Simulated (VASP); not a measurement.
# LaCuIr4 (F-43m) in VASP: single point with PBE

Aim: the single point of LaCuIr4 with PBE.

Program: VASP 6.6.1. These are calculated values, not measurements. Logs are shortened: lines on timing, memory, paths and dates and some standing lists are left out, and cuts for length are marked.

### 1 The cell of the first run

It takes space group F-43m (No. 216, cubic). Conventional cell: a = 7.255 Å, b = 7.255 Å, c = 7.255 Å, α = 90.00°, β = 90.00°, γ = 90.00°. Within 4.0 Å of La (site symmetry -43m) lie 12 Ir at 3.01 Å and 4 Cu at 3.14 Å. Cu (site symmetry -43m) has 12 Ir at 3.01 Å and 4 La at 3.14 Å within 4.0 Å. Within 3.4 Å of Ir (site symmetry 3m) lie 6 Ir at 2.56 to 2.57 Å and 3 Cu at 3.01 Å and 3 La at 3.01 Å.

### 2 Single point, PBE

INCAR reads:

```
SYSTEM = LaCuIr4
  PREC = Accurate
  ENCUT = 520
  EDIFF = 1E-6
  ISMEAR = 0
  SIGMA = 0.1
  LREAL = .FALSE.
  LASPH = .TRUE.
  NELM = 80
  ALGO = Normal
  ISIF = 2
  LWAVE = .FALSE.
  LCHARG = .TRUE.
  GGA = PE
  LELF = .TRUE.
  LVHAR = .TRUE.
  NBANDS = 38
```

KPOINTS reads:

```
regular mesh
0
G
  4 4 4
  0 0 0
```

POSCAR reads:

```
LaCuIr4
1.0
    0.0000000000      3.6276865200      3.6276865200
    3.6276865200      0.0000000000      3.6276865200
    3.6276865200      3.6276865200      0.0000000000
La Cu Ir
1 1 4
Direct
    0.7500000000      0.7500000000      0.7500000000
    0.0000000000      0.0000000000      0.0000000000
    0.3747620000      0.3747620000      0.8757140000
    0.8757140000      0.3747620000      0.3747620000
    0.3747620000      0.3747620000      0.3747620000
    0.3747620000      0.8757140000      0.3747620000
```

Potentials or basis: VASP PAW PBE potentials, release 64 (La, Cu, Ir).

Started as:

```console
$ cat potpaw_PBE.64/La/POTCAR potpaw_PBE.64/Cu/POTCAR potpaw_PBE.64/Ir/POTCAR > POTCAR
$ mpirun -np 1 vasp_std > vasp.out
```

OUTCAR:

```text
SYSTEM = LaCuIr4
   PREC = Accurate
   ENCUT = 520
   EDIFF = 1E-6
   ISMEAR = 0
   LREAL = .FALSE.
   LASPH = .TRUE.
   NELM = 80
   ISIF = 2
   GGA = PE

 ion  position               nearest neighbor table
   1  0.750  0.750  0.750-   6 3.01   4 3.01   3 3.01   3 3.01   4 3.01   6 3.01   5 3.01   5 3.01
                             5 3.01   3 3.01   4 3.01   6 3.01   2 3.14   2 3.14   2 3.14   2 3.14
   2  0.000  0.000  0.000-   3 3.01   4 3.01   6 3.01   5 3.01   5 3.01   5 3.01   3 3.01   4 3.01
                             4 3.01   3 3.01   6 3.01   6 3.01   1 3.14   1 3.14   1 3.14   1 3.14
   3  0.375  0.375  0.876-   4 2.56   5 2.56   6 2.56   6 2.57   4 2.57   5 2.57   2 3.01   2 3.01
                             2 3.01   1 3.01   1 3.01   1 3.01
   4  0.876  0.375  0.375-   3 2.56   5 2.56   6 2.56   6 2.57   3 2.57   5 2.57   2 3.01   2 3.01
                             2 3.01   1 3.01   1 3.01   1 3.01
   5  0.375  0.375  0.375-   3 2.56   4 2.56   6 2.56   4 2.57   6 2.57   3 2.57   2 3.01   2 3.01
                             2 3.01   1 3.01   1 3.01   1 3.01
   6  0.375  0.876  0.375-   3 2.56   4 2.56   5 2.56   4 2.57   3 2.57   5 2.57   2 3.01   2 3.01
                             2 3.01   1 3.01   1 3.01   1 3.01

  LATTYP: Found a face centered cubic cell.
 ALAT       =     7.2553730400

  Lattice vectors:

 A1 = (   0.0000000000,   3.6276865200,   3.6276865200)
 A2 = (   3.6276865200,   0.0000000000,   3.6276865200)
 A3 = (   3.6276865200,   3.6276865200,   0.0000000000)

Analysis of symmetry for initial positions (statically):
=====================================================================
 Subroutine PRICEL returns:
 Original cell was already a primitive cell.

 Routine SETGRP: Setting up the symmetry group for a
 face centered cubic supercell.

 Subroutine GETGRP returns: Found 24 space group operations
 (whereof 24 operations were pure point group operations)
 out of a pool of 48 trial point group operations.

The static configuration has the point symmetry T_d .

Analysis of symmetry for dynamics (positions and initial velocities):
=====================================================================
 Subroutine PRICEL returns:
 Original cell was already a primitive cell.

 Routine SETGRP: Setting up the symmetry group for a
 face centered cubic supercell.

 Subroutine GETGRP returns: Found 24 space group operations
 (whereof 24 operations were pure point group operations)
 out of a pool of 48 trial point group operations.

The dynamic configuration has the point symmetry T_d .

[... 92 lines left out ...]
   NSW    =      0    number of steps for IOM
   IBRION =     -1    ionic relax: 0-MD 1-quasi-New 2-CG
   NFREE  =      0    steps in history (QN), initial steepest desc. (CG)
   ISIF   =      2    stress and relaxation
   ISYM   =      2    0-nonsym 1-usesym 2-fastsym
   POTIM  = 0.5000    time-step for ionic-motion
   TEBEG  =    0.0;   TEEND  =   0.0 temperature during run
   PSTRESS=    0.0 pullay stress
   NELECT =      58.0000    total number of electrons
   NUPDOWN=      -1.0000    fix difference up-down
   EMIN   =  10.00;   EMAX   =-10.00  energy-range for DOS
   EFERMI =   0.00;   METHOD = LEGACY
   ISMEAR =     0;   SIGMA  =   0.10  broadening in eV -4-tet -1-fermi 0-gaus
   EFERMI_NEDOS =   21; number of points for ismear=-14 and -15
   IALGO  =     38    algorithm
   IMIX   =      4    mixing-type and parameters
     AMIX     =   0.40;   BMIX     =  1.00
     AMIX_MAG =   1.60;   BMIX_MAG =  1.00
  volume/ion in A,a.u.               =      15.91       107.39
  Fermi-wavevector in a.u.,A,eV,Ry     =   1.386472  2.620052 26.154539  1.922304
  Thomas-Fermi vector in A             =   2.510784
   LORBIT       =      0    0 simple, 1 ext, 2 COOP (PROOUT), +10 PAW based schemes
   GGA     = PE    functional components
   LHFCALC =     F    Hartree Fock is set to
   AEXX    =    0.0000 exact exchange contribution
   IVDW    =     0    specifies the selected vdW correction
   LEPSILON=     F    determine dielectric tensor
   LRPA    =     F    only Hartree local field effects (RPA)
 non-spin polarized calculation
 Gauss-broadening in eV      SIGMA  =   0.10
  energy-cutoff  :      520.00
  volume of cell :       95.48
 maximum number of plane-waves:      2637
 NGX is ok and might be reduce to    40
   NGX = 19   NGY = 19   NGZ = 19

 number of electron      58.0000001 magnetization

 Free energy of the ion-electron system (eV)
  ---------------------------------------------------
  ext. energy  EPLUGINS =         0.00000000
  ---------------------------------------------------
  free energy    TOTEN  =       -43.86929006 eV

  energy without entropy =      -43.83546048  energy(sigma->0) =      -43.85237527

 E-fermi :   9.4919     XC(G=0): -12.9100

 val. band max:        9.4813428426   @ k =   0.5000   0.0000   0.0000
 cond. band min:       9.5972822424   @ k =   0.5000   0.5000   0.0000
 fundamental gap:      0.1159393999
 Fermi energy:         9.4918552641

 k-point     1 :       0.0000    0.0000    0.0000
  band No.  band energies     occupation
      1     -21.2149      2.00000
      2      -5.4727      2.00000
      3      -5.4727      2.00000
      4      -5.4727      2.00000
      5      -0.0824      2.00000
      6       2.8031      2.00000
[... 317 lines left out ...]
     37      13.8329      0.00000
     38      13.8988      0.00000

------------------------ aborting loop because EDIFF is reached ----------------------------------------

  FORCE on cell =-STRESS in cart. coord.  units (eV):
  Direction    XX          YY          ZZ          XY          YZ          ZX
  --------------------------------------------------------------------------------------
  -------------------------------------------------------------------------------------
  Total       16.6577034     16.6577034     16.6577034     -0.0000000      0.0000000      0.0000000
  in kB      279.5158626    279.5158626    279.5158626     -0.0000000      0.0000000      0.0000000
  external PRESSURE =     279.5158626 kB  Pullay stress =       0.0000000 kB

 VOLUME and BASIS-vectors are now :
 -----------------------------------------------------------------------------
  energy-cutoff  :      520.00
  volume of cell :       95.48
      direct lattice vectors                 reciprocal lattice vectors
     0.000000000  3.627686520  3.627686520    -0.137828888  0.137828888  0.137828888
     3.627686520  0.000000000  3.627686520     0.137828888 -0.137828888  0.137828888
     3.627686520  3.627686520  0.000000000     0.137828888  0.137828888 -0.137828888

 POSITION                                       TOTAL-FORCE (eV/Angst)
 -----------------------------------------------------------------------------------
      5.44153      5.44153      5.44153         0.000000      0.000000      0.000000
      0.00000      0.00000      0.00000         0.000000      0.000000      0.000000
      4.53633      4.53633      2.71904         0.050750      0.050750     -0.050750
      2.71904      4.53633      4.53633        -0.050750      0.050750      0.050750
      2.71904      2.71904      2.71904        -0.050750     -0.050750     -0.050750
      4.53633      2.71904      4.53633         0.050750     -0.050750      0.050750
 -----------------------------------------------------------------------------------
    total drift:                               -0.000000     -0.000000     -0.000000

  FREE ENERGIE OF THE ION-ELECTRON SYSTEM (eV)
  ---------------------------------------------------
  free  energy   TOTEN  =       -43.8692900598 eV

  energy  without entropy=      -43.8354604758  energy(sigma->0) =      -43.85237527
```

OSZICAR:

```text
N       E                     dE             d eps       ncg     rms          rms(c)
DAV:   1     0.544552384267E+03    0.54455E+03   -0.24414E+04   680   0.232E+03
DAV:   2     0.480517625181E+02   -0.49650E+03   -0.46350E+03   656   0.453E+02
DAV:   3    -0.371915670364E+02   -0.85243E+02   -0.77157E+02   778   0.191E+02
[... 15 lines left out ...]
DAV:  19    -0.438693264854E+02   -0.40721E-04   -0.29988E-04   962   0.468E-01    0.429E-02
DAV:  20    -0.438693096947E+02    0.16791E-04   -0.32458E-05  1072   0.123E-01    0.322E-02
DAV:  21    -0.438692887679E+02    0.20927E-04   -0.53860E-05   976   0.207E-01    0.600E-03
DAV:  22    -0.438692899603E+02   -0.11925E-05   -0.11320E-05   824   0.294E-02    0.602E-03
DAV:  23    -0.438692900598E+02   -0.99502E-07   -0.41374E-07   436   0.721E-03
   1 F= -.43869290E+02 E0= -.43852375E+02  d E =-.338296E-01
```

It took 82 s on 1 thread of Intel Xeon Platinum 8375C at 2.90GHz (Ice Lake), shared host; peak memory 0.26 GiB.

Results:

| Quantity | Value |
| --- | --- |
| Free energy | -43.8693 eV |
| Pressure | 28.0 GPa |
| Largest force | 0.088 eV/Å |
| Band gap on the k mesh | zero (band 29 reaches 10.50 eV, above the bottom of band 30 at 9.18 eV) |

Forces on the atoms (eV/Å):
```
La   0.000  0.000  0.000
Cu   0.000  0.000  0.000
Ir   0.051  0.051 -0.051
Ir  -0.051  0.051  0.051
Ir  -0.051 -0.051 -0.051
Ir   0.051 -0.051  0.051
```

Levels at points of the mesh, in eV from the Fermi level:
| k point | band 25 | band 26 | band 27 | band 28 | band 29 | band 30 | band 31 | band 32 | band 33 | band 34 |
| --- | --- | --- | --- | --- | --- | --- | --- | --- | --- | --- |
| (0.00, 0.00, 0.00) | -0.37 | -0.37 | -0.37 | 1.01 | 1.01 | 1.01 | 1.12 | 2.31 | 2.31 | 3.00 |
| (0.50, 0.00, 0.00) | -1.36 | -0.57 | -0.51 | -0.51 | -0.01 | -0.01 | 1.26 | 2.49 | 2.49 | 3.00 |
| (0.50, 0.50, 0.00) | -1.26 | -1.26 | -0.99 | -0.32 | -0.31 | -0.31 | 0.11 | 0.47 | 3.38 | 4.23 |

Caveat: the k points lie up to 0.37 Å⁻¹ apart; spin-orbit coupling is left out, which moves the levels of the heavy elements.
